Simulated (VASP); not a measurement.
# AlRu (Pm-3m) in VASP: single point with PBEsol

Aim: the single point of AlRu with PBEsol.

All numbers are computed with VASP 6.6.1; they aren't measurements. Logs are shortened: lines on timing, memory, paths and dates and some standing lists are left out, and cuts for length are marked.

## 1. The cell of the first run

It takes space group Pm-3m (No. 221, cubic). Conventional cell: a = 2.842 Å, b = 2.842 Å, c = 2.842 Å, α = 90.00°, β = 90.00°, γ = 90.00°. Al (site symmetry m-3m) has 8 Ru at 2.46 Å and 6 Al at 2.84 Å within 3.2 Å. Ru (site symmetry m-3m) has 8 Al at 2.46 Å and 6 Ru at 2.84 Å within 3.2 Å.

## 2. Single point, PBEsol (strain -0.050 along x and y, -0.050 along z)

INCAR

```
SYSTEM = AlRu
PREC = Accurate
ENCUT = 520
EDIFF = 1E-6
ISMEAR = 0
SIGMA = 0.15
LREAL = .False.
LASPH = .True.
NELM = 100
ALGO = Fast
ISIF = 2
LWAVE = .False.
LCHARG = .True.
GGA = PS
LELF = .True.
LVHAR = .True.
NBANDS = 16
```

KPOINTS

```
regular mesh
0
Gamma
  16 16 16
  0 0 0
```

POSCAR

```
AlRu
1.0
    2.8420200000      0.0000000000      0.0000000000
    0.0000000000      2.8420200000      0.0000000000
    0.0000000000      0.0000000000      2.8420200000
Al Ru
1 1
Direct
    0.0000000000      0.0000000000      0.0000000000
    0.5000000000      0.5000000000      0.5000000000
```

Potentials or basis: VASP PAW PBE potentials, release 64 (Al, Ru_pv).

On the command line:

```
cat potpaw_PBE.64/Al/POTCAR potpaw_PBE.64/Ru_pv/POTCAR > POTCAR
mpirun -np 1 vasp_std > vasp.out
```

OUTCAR:

```text
SYSTEM = AlRu
   PREC = Accurate
   ENCUT = 520
   EDIFF = 1E-6
   ISMEAR = 0
   LREAL = .False.
   LASPH = .True.
   NELM = 100
   ISIF = 2
   GGA = PS

 ion  position               nearest neighbor table
   1  0.000  0.000  0.000-   2 2.46   2 2.46   2 2.46   2 2.46   2 2.46   2 2.46   2 2.46   2 2.46

   2  0.500  0.500  0.500-   1 2.46   1 2.46   1 2.46   1 2.46   1 2.46   1 2.46   1 2.46   1 2.46

  LATTYP: Found a simple cubic cell.
 ALAT       =     2.8420200000

  Lattice vectors:

 A1 = (   2.8420200000,   0.0000000000,   0.0000000000)
 A2 = (   0.0000000000,   2.8420200000,   0.0000000000)
 A3 = (   0.0000000000,   0.0000000000,   2.8420200000)

Analysis of symmetry for initial positions (statically):
=====================================================================
 Subroutine PRICEL returns:
 Original cell was already a primitive cell.

 Routine SETGRP: Setting up the symmetry group for a
 simple cubic supercell.

 Subroutine GETGRP returns: Found 48 space group operations
[... 9 lines left out ...]

 Routine SETGRP: Setting up the symmetry group for a
 simple cubic supercell.

 Subroutine GETGRP returns: Found 48 space group operations
[... 11 lines left out ...]
                                     Primitive cell

  volume of cell :      22.9552

  direct lattice vectors                    reciprocal lattice vectors
     2.842020000  0.000000000  0.000000000     0.351862408  0.000000000  0.000000000
     0.000000000  2.842020000  0.000000000     0.000000000  0.351862408  0.000000000
     0.000000000  0.000000000  2.842020000     0.000000000  0.000000000  0.351862408

  length of vectors
     2.842020000  2.842020000  2.842020000     0.351862408  0.351862408  0.351862408

  position of ions in fractional coordinates (direct lattice)
     0.000000000  0.000000000  0.000000000
     0.500000000  0.500000000  0.500000000

  ion indices of the primitive-cell ions
   primitive index   ion index
                 1           1
                 2           2

----------------------------------------------------------------------------------------

 KPOINTS: regular mesh

Automatic generation of k-mesh.
 Grid dimensions read from file:
 generate k-points for:   16   16   16

 Generating k-lattice:

  Cartesian coordinates                     Fractional coordinates (reciprocal lattice)
     0.021991400  0.000000000  0.000000000     0.062500000  0.000000000  0.000000000
     0.000000000  0.021991400  0.000000000     0.000000000  0.062500000  0.000000000
     0.000000000  0.000000000  0.021991400     0.000000000  0.000000000  0.062500000

  Length of vectors
     0.021991400  0.021991400  0.021991400

  Shift w.r.t. Gamma in fractional coordinates (k-lattice)
     0.000000000  0.000000000  0.000000000

 Subroutine IBZKPT returns following result:
 ===========================================

 Found    165 irreducible k-points:

 Following reciprocal coordinates:
            Coordinates               Weight
  0.000000  0.000000  0.000000      1.000000
  0.062500  0.000000  0.000000      6.000000
  0.125000  0.000000  0.000000      6.000000
  0.187500  0.000000  0.000000      6.000000
  0.250000  0.000000  0.000000      6.000000
  0.312500  0.000000  0.000000      6.000000
[... 16 lines left out ...]
  0.437500  0.125000  0.000000     24.000000
  0.500000  0.125000  0.000000     12.000000
 [... further k-points ...]
   k-points           NKPTS =    165   k-points in BZ     NKDIM =    165   number of bands    NBANDS=     16
   number of dos      NEDOS =    301   number of ions     NIONS =      2
   total plane-waves  NPLWV =  13824
   dimension x,y,z NGX =    24 NGY =   24 NGZ =   24
   dimension x,y,z NGXF=    48 NGYF=   48 NGZF=   48
   ions per type =               1   1
   NGX,Y,Z   is equivalent  to a cutoff of  14.04, 14.04, 14.04 a.u.
   NGXF,Y,Z  is equivalent  to a cutoff of  28.08, 28.08, 28.08 a.u.
 SYSTEM =  AlRu
   PREC   = accura    normal or accurate (medium, high low for compatibility)
   ISTART =      0    job   : 0-new  1-cont  2-samecut
   ICHARG =      2    charge: 1-file 2-atom 10-const
   ISPIN  =      1    spin polarized calculation?
   LNONCOLLINEAR =      F non collinear calculations
   LSORBIT =      F    spin-orbit coupling
   LASPH  =      T    aspherical Exc in radial PAW
   ENCUT  =  520.0 eV  38.22 Ry    6.18 a.u.   5.28  5.28  5.28*2*pi/ulx,y,z
   NELM   =    100;   NELMIN=  2; NELMDL= -5     # of ELM steps
   EDIFF  = 0.1E-05   stopping-criterion for ELM
   LREAL  =      F    real-space projection
   EDIFFG = 0.1E-04   stopping-criterion for IOM
   NSW    =      0    number of steps for IOM
   IBRION =     -1    ionic relax: 0-MD 1-quasi-New 2-CG
   NFREE  =      0    steps in history (QN), initial steepest desc. (CG)
   ISIF   =      2    stress and relaxation
   ISYM   =      2    0-nonsym 1-usesym 2-fastsym
   POTIM  = 0.5000    time-step for ionic-motion
   TEBEG  =    0.0;   TEEND  =   0.0 temperature during run
   PSTRESS=    0.0 pullay stress
   NELECT =      17.0000    total number of electrons
   NUPDOWN=      -1.0000    fix difference up-down
   EMIN   =  10.00;   EMAX   =-10.00  energy-range for DOS
   EFERMI =   0.00;   METHOD = LEGACY
   ISMEAR =     0;   SIGMA  =   0.15  broadening in eV -4-tet -1-fermi 0-gaus
   EFERMI_NEDOS =   21; number of points for ismear=-14 and -15
   IALGO  =     68    algorithm
   IMIX   =      4    mixing-type and parameters
     AMIX     =   0.40;   BMIX     =  1.00
     AMIX_MAG =   1.60;   BMIX_MAG =  1.00
  volume/ion in A,a.u.               =      11.48        77.45
  Fermi-wavevector in a.u.,A,eV,Ry     =   1.481144  2.798957 29.848300  2.193788
  Thomas-Fermi vector in A             =   2.595091
   LORBIT       =      0    0 simple, 1 ext, 2 COOP (PROOUT), +10 PAW based schemes
   GGA     = PS    functional components
   LHFCALC =     F    Hartree Fock is set to
   AEXX    =    0.0000 exact exchange contribution
   IVDW    =     0    specifies the selected vdW correction
   LEPSILON=     F    determine dielectric tensor
   LRPA    =     F    only Hartree local field effects (RPA)
 non-spin polarized calculation
 RMM-DIIS sequential band-by-band and
 Gauss-broadening in eV      SIGMA  =   0.15
  energy-cutoff  :      520.00
  volume of cell :       22.96
 maximum number of plane-waves:       633
 NGX is ok and might be reduce to    24
   NGX = 11   NGY = 11   NGZ = 11

 number of electron      17.0000000 magnetization

 Free energy of the ion-electron system (eV)
  ---------------------------------------------------
  ext. energy  EPLUGINS =         0.00000000
  ---------------------------------------------------
  free energy    TOTEN  =       -15.13452640 eV

  energy without entropy =      -15.11867187  energy(sigma->0) =      -15.12659914

 E-fermi :  12.9551     XC(G=0): -13.5007

 val. band max:       12.9479786404   @ k =   0.3750   0.1250   0.0625
 cond. band min:      12.9619712319   @ k =   0.4375   0.2500   0.1875
 fundamental gap:      0.0139925915
 Fermi energy:        12.9551255315

 k-point     1 :       0.0000    0.0000    0.0000
  band No.  band energies     occupation
      1     -28.8317      2.00000
      2     -28.8317      2.00000
      3     -28.8317      2.00000
      4       2.3180      2.00000
      5       8.4008      2.00000
      6       8.4008      2.00000
[... 8 lines left out ...]
     15      24.9400      0.00000
     16      31.1340      0.00000

 k-point     2 :       0.0625    0.0000    0.0000
  band No.  band energies     occupation
      1     -28.8462      2.00000
      2     -28.8305      2.00000
      3     -28.8305      2.00000
      4       2.4047      2.00000
      5       8.4333      2.00000
      6       8.4429      2.00000
[... 8 lines left out ...]
     15      25.1932      0.00000
     16      31.3654      0.00000

 k-point     3 :       0.1250    0.0000    0.0000
  band No.  band energies     occupation
      1     -28.8875      2.00000
      2     -28.8270      2.00000
      3     -28.8270      2.00000
      4       2.6606      2.00000
      5       8.5277      2.00000
      6       8.5527      2.00000
[... 8 lines left out ...]
     15      25.8993      0.00000
     16      32.0728      0.00000

 k-point     4 :       0.1875    0.0000    0.0000
  band No.  band energies     occupation
      1     -28.9488      2.00000
      2     -28.8218      2.00000
      3     -28.8218      2.00000
      4       3.0731      2.00000
      5       8.6747      2.00000
      6       8.6775      2.00000
[... 8 lines left out ...]
     15      26.5871      0.00000
     16      32.0611      0.00000

 k-point     5 :       0.2500    0.0000    0.0000
  band No.  band energies     occupation
      1     -29.0205      2.00000
      2     -28.8157      2.00000
      3     -28.8157      2.00000
      4       3.6230      2.00000
      5       8.7264      2.00000
      6       8.8581      2.00000
[... 8 lines left out ...]
     15      27.1044      0.00000
     16      31.0461      0.00000

 k-point     6 :       0.3125    0.0000    0.0000
  band No.  band energies     occupation
      1     -29.0915      2.00000
      2     -28.8095      2.00000
      3     -28.8095      2.00000
      4       4.2849      2.00000
      5       8.5906      2.00000
      6       9.0539      2.00000
[... 8 lines left out ...]
     15      27.4255      0.00000
     16      29.9880      0.00000
[... 267 lines left out ...]
 k-point    21 :       0.3125    0.1250    0.0000
  band No.  band energies     occupation
      1     -29.0849      2.00000
      2     -28.8632      2.00000
      3     -28.8047      2.00000
      4       4.5641      2.00000
      5       8.6366      2.00000
      6       9.2431      2.00000
[... 8 lines left out ...]
     15      28.5524      0.00000
     16      28.9613      0.00000

 k-point    22 :       0.3750    0.1250    0.0000
  band No.  band energies     occupation
      1     -29.1441      2.00000
      2     -28.8575      2.00000
      3     -28.7995      2.00000
      4       5.2792      2.00000
      5       8.2018      2.00000
      6       9.4240      2.00000
[... 8 lines left out ...]
     15      27.6091      0.00000
     16      28.6350      0.00000

 k-point    23 :       0.4375    0.1250    0.0000
  band No.  band energies     occupation
      1     -29.1834      2.00000
      2     -28.8537      2.00000
      3     -28.7960      2.00000
      4       6.0336      2.00000
      5       7.5848      2.00000
      6       9.5625      2.00000
[... 8 lines left out ...]
     15      26.5869      0.00000
     16      27.7292      0.00000

 k-point    24 :       0.5000    0.1250    0.0000
  band No.  band energies     occupation
      1     -29.1971      2.00000
      2     -28.8524      2.00000
      3     -28.7947      2.00000
      4       6.6426      2.00000
      5       7.0165      2.00000
      6       9.6157      2.00000
[... 8 lines left out ...]
     15      26.1324      0.00000
     16      27.2530      0.00000

 [... further k-points ...]
[... 5 lines left out ...]
  --------------------------------------------------------------------------------------
  -------------------------------------------------------------------------------------
  Total        5.9312889      5.9312889      5.9312889      0.0000000      0.0000000     -0.0000000
  in kB      413.9789592    413.9789592    413.9789592      0.0000000      0.0000000     -0.0000000
  external PRESSURE =     413.9789592 kB  Pullay stress =       0.0000000 kB

 VOLUME and BASIS-vectors are now :
 -----------------------------------------------------------------------------
  energy-cutoff  :      520.00
  volume of cell :       22.96
      direct lattice vectors                 reciprocal lattice vectors
     2.842020000  0.000000000  0.000000000     0.351862408  0.000000000  0.000000000
     0.000000000  2.842020000  0.000000000     0.000000000  0.351862408  0.000000000
     0.000000000  0.000000000  2.842020000     0.000000000  0.000000000  0.351862408

 POSITION                                       TOTAL-FORCE (eV/Angst)
 -----------------------------------------------------------------------------------
      0.00000      0.00000      0.00000         0.000000      0.000000      0.000000
      1.42101      1.42101      1.42101         0.000000      0.000000      0.000000
 -----------------------------------------------------------------------------------
    total drift:                                0.000000     -0.000000     -0.000000

  FREE ENERGIE OF THE ION-ELECTRON SYSTEM (eV)
  ---------------------------------------------------
  free  energy   TOTEN  =       -15.1345264037 eV

  energy  without entropy=      -15.1186718704  energy(sigma->0) =      -15.12659914
```

It took 2 min on 1 thread of AMD EPYC 7R13, shared host; peak memory 0.15 GiB.

Results:

| Quantity | Value |
| --- | --- |
| Free energy | -15.1345 eV |
| Pressure | 41.4 GPa |

Levels at points of the mesh, in eV from the Fermi level:
| k point | band 6 | band 7 | band 8 | band 9 | band 10 | band 11 | band 12 | band 13 |
| --- | --- | --- | --- | --- | --- | --- | --- | --- |
| (0.00, 0.00, 0.00) | -4.55 | 0.22 | 0.22 | 0.22 | 6.84 | 6.84 | 6.84 | 11.90 |
| (0.50, 0.00, 0.00) | -3.55 | -1.99 | -1.99 | 0.55 | 2.89 | 7.26 | 11.78 | 11.78 |
| (0.50, 0.50, 0.00) | -1.53 | -1.53 | -1.47 | -1.47 | 1.93 | 6.37 | 7.96 | 11.83 |
| (0.50, 0.50, 0.50) | -5.61 | 2.05 | 2.05 | 3.54 | 4.50 | 4.50 | 4.50 | 10.11 |

Caveat: the cell differs from its parent crystal (strain -0.050 along x and y, -0.050 along z); the PAW data sets were made with another functional, which shifts forces and pressure a little.
